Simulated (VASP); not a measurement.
# TaTc in VASP: further runs

The runs below take TaTc through single point, relaxation of the atoms, with LDA.

All numbers are computed with VASP 6.6.1; they aren't measurements. Logs are shortened: lines on timing, memory, paths and dates and some standing lists are left out, and cuts for length are marked.

### 1 The cell of the first run

The cell holds a slab with vacuum, 6 atoms: a = 3.172 Å, b = 3.172 Å, c = 39.660 Å, α = 90.00°, β = 90.00°, γ = 90.00°.

### 2 Single point, LDA

Input file INCAR:

```
SYSTEM = TaTc
PREC = Accurate
ENCUT = 400
EDIFF = 1E-6
ISMEAR = -1
SIGMA = 0.15
LREAL = .False.
LASPH = .True.
NELM = 120
ALGO = Normal
ISIF = 2
LWAVE = .False.
LCHARG = .False.
LDIPOL = .True.
IDIPOL = 3
DIPOL = 0.5 0.5 0.249
GGA = CA
NBANDS = 45
GGA_COMPAT = .False.
NELMDL = -8
```

Input file KPOINTS:

```
regular mesh
0
Gamma
  5 5 1
  0 0 0
```

Input file POSCAR:

```
TaTc
1.0
    3.1720000000      0.0000000000      0.0000000000
    0.0000000000      3.1720000000      0.0000000000
    0.0000000000      0.0000000000     39.6600000000
Ta Tc
3 3
Direct
    0.0000000000      0.0000000000      0.1512859304
    0.0000000000      0.0000000000      0.2312657590
    0.0000000000      0.0000000000      0.3103072956
    0.5000000000      0.5000000000      0.1912758447
    0.5000000000      0.5000000000      0.2689970673
    0.5000000000      0.5000000000      0.3433639545
```

Potentials or basis: VASP PAW LDA potentials, release 64 (Ta_pv, Tc_pv).

Started as:

```console
$ cat potpaw_LDA.64/Ta_pv/POTCAR potpaw_LDA.64/Tc_pv/POTCAR > POTCAR
$ mpirun -np 1 vasp_std > vasp.out
```

OUTCAR:

```text
SYSTEM = TaTc
   PREC = Accurate
   ENCUT = 400
   EDIFF = 1E-6
   ISMEAR = -1
   LREAL = .False.
   LASPH = .True.
   NELM = 120
   ISIF = 2
   GGA = CA
   NELMDL = -8

 ion  position               nearest neighbor table
   1  0.000  0.000  0.151-   4 2.75   4 2.75   4 2.75   4 2.75   2 3.17
   2  0.000  0.000  0.231-   5 2.70   5 2.70   5 2.70   5 2.70   4 2.75   4 2.75   4 2.75   4 2.75
                             3 3.13   1 3.17
   3  0.000  0.000  0.310-   6 2.60   6 2.60   6 2.60   6 2.60   5 2.78   5 2.78   5 2.78   5 2.78
                             2 3.13
   4  0.500  0.500  0.191-   1 2.75   2 2.75   1 2.75   2 2.75   1 2.75   2 2.75   1 2.75   2 2.75
                             5 3.08
   5  0.500  0.500  0.269-   2 2.70   2 2.70   2 2.70   2 2.70   3 2.78   3 2.78   3 2.78   3 2.78
                             6 2.95   4 3.08
   6  0.500  0.500  0.343-   3 2.60   3 2.60   3 2.60   3 2.60   5 2.95

  LATTYP: Found a simple tetragonal cell.
 ALAT       =     3.1720000000
 C/A-ratio  =    12.5031525851

  Lattice vectors:

 A1 = (   3.1720000000,   0.0000000000,   0.0000000000)
 A2 = (   0.0000000000,   3.1720000000,   0.0000000000)
 A3 = (   0.0000000000,   0.0000000000,  39.6600000000)

Analysis of symmetry for initial positions (statically):
=====================================================================
 Subroutine PRICEL returns:
 Original cell was already a primitive cell.

 Routine SETGRP: Setting up the symmetry group for a
 simple tetragonal supercell.

 Subroutine GETGRP returns: Found  8 space group operations
 (whereof  8 operations were pure point group operations)
 out of a pool of 16 trial point group operations.

The static configuration has the point symmetry C_4v.

Analysis of symmetry for dynamics (positions and initial velocities):
=====================================================================
 Subroutine PRICEL returns:
 Original cell was already a primitive cell.

 Routine SETGRP: Setting up the symmetry group for a
 simple tetragonal supercell.

 Subroutine GETGRP returns: Found  8 space group operations
 (whereof  8 operations were pure point group operations)
 out of a pool of 16 trial point group operations.

The dynamic configuration has the point symmetry C_4v.

 Subroutine INISYM returns: Found  8 space group operations
 (whereof  8 operations are pure point group operations),
 and found     1 'primitive' translations

----------------------------------------------------------------------------------------

                                     Primitive cell

  volume of cell :     399.0424

  direct lattice vectors                    reciprocal lattice vectors
     3.172000000  0.000000000  0.000000000     0.315258512  0.000000000  0.000000000
     0.000000000  3.172000000  0.000000000     0.000000000  0.315258512  0.000000000
     0.000000000  0.000000000 39.660000000     0.000000000  0.000000000  0.025214322

  length of vectors
     3.172000000  3.172000000 39.660000000     0.315258512  0.315258512  0.025214322

  position of ions in fractional coordinates (direct lattice)
     0.000000000  0.000000000  0.151285930
     0.000000000  0.000000000  0.231265759
     0.000000000  0.000000000  0.310307296
     0.500000000  0.500000000  0.191275845
     0.500000000  0.500000000  0.268997067
     0.500000000  0.500000000  0.343363954

  ion indices of the primitive-cell ions
   primitive index   ion index
                 1           1
                 2           2
                 3           3
                 4           4
                 5           5
                 6           6

----------------------------------------------------------------------------------------

 KPOINTS: regular mesh

Automatic generation of k-mesh.
 Grid dimensions read from file:
 generate k-points for:    5    5    1

 Generating k-lattice:

  Cartesian coordinates                     Fractional coordinates (reciprocal lattice)
     0.063051702  0.000000000  0.000000000     0.200000000  0.000000000  0.000000000
     0.000000000  0.063051702  0.000000000     0.000000000  0.200000000  0.000000000
     0.000000000  0.000000000  0.025214322     0.000000000  0.000000000  1.000000000

  Length of vectors
     0.063051702  0.063051702  0.025214322

  Shift w.r.t. Gamma in fractional coordinates (k-lattice)
     0.000000000  0.000000000  0.000000000

 Subroutine IBZKPT returns following result:
 ===========================================

 Found      6 irreducible k-points:

 Following reciprocal coordinates:
            Coordinates               Weight
  0.000000  0.000000  0.000000      1.000000
  0.200000  0.000000  0.000000      4.000000
  0.400000  0.000000  0.000000      4.000000
  0.200000  0.200000  0.000000      4.000000
  0.400000  0.200000  0.000000      8.000000
  0.400000  0.400000  0.000000      4.000000
   k-points           NKPTS =      6   k-points in BZ     NKDIM =      6   number of bands    NBANDS=     45
   number of dos      NEDOS =    301   number of ions     NIONS =      6
   total plane-waves  NPLWV = 155520
   dimension x,y,z NGX =    24 NGY =   24 NGZ =  270
   dimension x,y,z NGXF=    48 NGYF=   48 NGZF=  540
   ions per type =               3   3
   NGX,Y,Z   is equivalent  to a cutoff of  12.58, 12.58, 11.32 a.u.
   NGXF,Y,Z  is equivalent  to a cutoff of  25.16, 25.16, 22.64 a.u.
 SYSTEM =  TaTc
   PREC   = accura    normal or accurate (medium, high low for compatibility)
   ISTART =      0    job   : 0-new  1-cont  2-samecut
   ICHARG =      2    charge: 1-file 2-atom 10-const
   ISPIN  =      1    spin polarized calculation?
   LNONCOLLINEAR =      F non collinear calculations
   LSORBIT =      F    spin-orbit coupling
   LASPH  =      T    aspherical Exc in radial PAW
   ENCUT  =  400.0 eV  29.40 Ry    5.42 a.u.   5.17  5.17 64.68*2*pi/ulx,y,z
   NELM   =    120;   NELMIN=  2; NELMDL= -8     # of ELM steps
   EDIFF  = 0.1E-05   stopping-criterion for ELM
   LREAL  =      F    real-space projection
   EDIFFG = 0.1E-04   stopping-criterion for IOM
   NSW    =      0    number of steps for IOM
   IBRION =     -1    ionic relax: 0-MD 1-quasi-New 2-CG
   NFREE  =      0    steps in history (QN), initial steepest desc. (CG)
   ISIF   =      2    stress and relaxation
   ISYM   =      2    0-nonsym 1-usesym 2-fastsym
   POTIM  = 0.5000    time-step for ionic-motion
   TEBEG  =    0.0;   TEEND  =   0.0 temperature during run
   PSTRESS=    0.0 pullay stress
   NELECT =      72.0000    total number of electrons
   NUPDOWN=      -1.0000    fix difference up-down
   EMIN   =  10.00;   EMAX   =-10.00  energy-range for DOS
   EFERMI =   0.00;   METHOD = LEGACY
   ISMEAR =    -1;   SIGMA  =   0.15  broadening in eV -4-tet -1-fermi 0-gaus
   EFERMI_NEDOS =   21; number of points for ismear=-14 and -15
   IALGO  =     38    algorithm
   IMIX   =      4    mixing-type and parameters
     AMIX     =   0.40;   BMIX     =  1.00
     AMIX_MAG =   1.60;   BMIX_MAG =  1.00
  volume/ion in A,a.u.               =      66.51       448.81
  Fermi-wavevector in a.u.,A,eV,Ry     =   0.925080  1.748148 11.643499  0.855773
  Thomas-Fermi vector in A             =   2.050896
   LORBIT       =      0    0 simple, 1 ext, 2 COOP (PROOUT), +10 PAW based schemes
   GGA     = CA    functional components
   LHFCALC =     F    Hartree Fock is set to
   AEXX    =    0.0000 exact exchange contribution
   IVDW    =     0    specifies the selected vdW correction
   LEPSILON=     F    determine dielectric tensor
   LRPA    =     F    only Hartree local field effects (RPA)
 non-spin polarized calculation
  energy-cutoff  :      400.00
  volume of cell :      399.04
 maximum number of plane-waves:      7313
 NGX is ok and might be reduce to    24
   NGX = 11   NGY = 11   NGZ =129

 dipolmoment           0.000000      0.000000     -0.036580 electrons x Angstroem

 number of electron      71.9999996 magnetization

 dipolmoment           0.000000      0.000000      0.000578 electrons x Angstroem

 Free energy of the ion-electron system (eV)
  ---------------------------------------------------
  ext. energy  EPLUGINS =         0.00000000
  ---------------------------------------------------
  free energy    TOTEN  =       -71.38211608 eV

  energy without entropy =      -70.92959972  energy(sigma->0) =      -71.15585790

 E-fermi :  -1.0700     XC(G=0):  -3.8328

 val. band max:       -1.1038233226   @ k =   0.4000   0.0000   0.0000
 cond. band min:      -1.0648974594   @ k =   0.0000   0.0000   0.0000
 fundamental gap:      0.0389258632
 Fermi energy:        -1.0700150741

 k-point     1 :       0.0000    0.0000    0.0000
  band No.  band energies     occupation
      1     -39.7369      2.00000
      2     -39.7008      2.00000
      3     -39.7008      2.00000
      4     -39.5664      2.00000
      5     -39.4683      2.00000
      6     -39.4683      2.00000
[... 37 lines left out ...]
     44       1.1529      0.00000
     45       1.3215      0.00000

 k-point     2 :       0.2000    0.0000    0.0000
  band No.  band energies     occupation
      1     -39.7657      2.00000
      2     -39.7439      2.00000
      3     -39.6892      2.00000
      4     -39.5681      2.00000
      5     -39.5318      2.00000
      6     -39.4560      2.00000
[... 37 lines left out ...]
     44       0.9584      0.00000
     45       1.2343      0.00000

 k-point     3 :       0.4000    0.0000    0.0000
  band No.  band energies     occupation
      1     -39.8672      2.00000
      2     -39.7593      2.00000
      3     -39.6704      2.00000
      4     -39.6358      2.00000
      5     -39.5689      2.00000
      6     -39.4359      2.00000
[... 37 lines left out ...]
     44       1.3357      0.00000
     45       1.5262      0.00000

 k-point     4 :       0.2000    0.2000    0.0000
  band No.  band energies     occupation
      1     -39.7591      2.00000
      2     -39.7531      2.00000
      3     -39.7411      2.00000
      4     -39.5620      2.00000
      5     -39.5278      2.00000
      6     -39.5189      2.00000
[... 37 lines left out ...]
     44       1.1068      0.00000
     45       1.2220      0.00000

 k-point     5 :       0.4000    0.2000    0.0000
  band No.  band energies     occupation
      1     -39.8604      2.00000
      2     -39.7437      2.00000
      3     -39.7371      2.00000
      4     -39.6310      2.00000
      5     -39.5532      2.00000
      6     -39.5088      2.00000
[... 37 lines left out ...]
     44       1.1108      0.00000
     45       1.2639      0.00000

 k-point     6 :       0.4000    0.4000    0.0000
  band No.  band energies     occupation
      1     -39.8548      2.00000
      2     -39.8514      2.00000
      3     -39.7069      2.00000
      4     -39.6250      2.00000
      5     -39.6217      2.00000
      6     -39.5273      2.00000
[... 37 lines left out ...]
     44       1.1133      0.00000
     45       1.7324      0.00000

------------------------ aborting loop because EDIFF is reached ----------------------------------------

 vacuum level on the upper side and lower side of the slab       (xc-potential included)        -0.001        -0.012

  FORCE on cell =-STRESS in cart. coord.  units (eV):
  Direction    XX          YY          ZZ          XY          YZ          ZX
  --------------------------------------------------------------------------------------
  -------------------------------------------------------------------------------------
  Total       -8.8497774     -8.8497774     -3.3605044      0.0000000      0.0000000      0.0000000
  in kB      -35.5323443    -35.5323443    -13.4926105      0.0000000      0.0000000      0.0000000
  external PRESSURE =     -28.1857664 kB  Pullay stress =       0.0000000 kB

 VOLUME and BASIS-vectors are now :
 -----------------------------------------------------------------------------
  energy-cutoff  :      400.00
  volume of cell :      399.04
      direct lattice vectors                 reciprocal lattice vectors
     3.172000000  0.000000000  0.000000000     0.315258512  0.000000000  0.000000000
     0.000000000  3.172000000  0.000000000     0.000000000  0.315258512  0.000000000
     0.000000000  0.000000000 39.660000000     0.000000000  0.000000000  0.025214322

 POSITION                                       TOTAL-FORCE (eV/Angst)
 -----------------------------------------------------------------------------------
      0.00000      0.00000      6.00000         0.000000      0.000000      1.914673
      0.00000      0.00000      9.17200        -0.000000     -0.000000     -0.161565
      0.00000      0.00000     12.30679         0.000000     -0.000000     -0.004821
      1.58600      1.58600      7.58600        -0.000000     -0.000000     -1.812385
      1.58600      1.58600     10.66842        -0.000000     -0.000000      0.015321
      1.58600      1.58600     13.61781        -0.000000     -0.000000      0.048777
 -----------------------------------------------------------------------------------
    total drift:                                0.000000      0.000000     -0.000115

  FREE ENERGIE OF THE ION-ELECTRON SYSTEM (eV)
  ---------------------------------------------------
  free  energy   TOTEN  =       -71.3821160783 eV

  energy  without entropy=      -70.9295997168  energy(sigma->0) =      -71.15585790

 vacuum level on the upper side and lower side of the slab         3.280         3.270
```

Run time: 3.1 min. Hardware: 1 thread of Intel Xeon 6975P-C (Granite Rapids), shared host; peak memory 0.33 GiB.

Results:

```
Free energy            : -71.3821 eV
Largest force          : 1.915 eV/Å
Band gap on the k mesh : zero (bands 36 and 37 overlap by 0.68 eV)
```

Forces in eV/Å, atoms in the order of the input:
```
Ta   0.000  0.000  1.915
Ta   0.000  0.000 -0.162
Ta   0.000  0.000 -0.005
Tc   0.000  0.000 -1.812
Tc   0.000  0.000  0.015
Tc   0.000  0.000  0.049
```

Caveat: the k points lie up to 0.40 Å⁻¹ apart, too coarse for converged energies and pressures of a metal; spin-orbit coupling is left out, which moves the levels of the heavy elements.

(Part 1 of 2 ends here.)
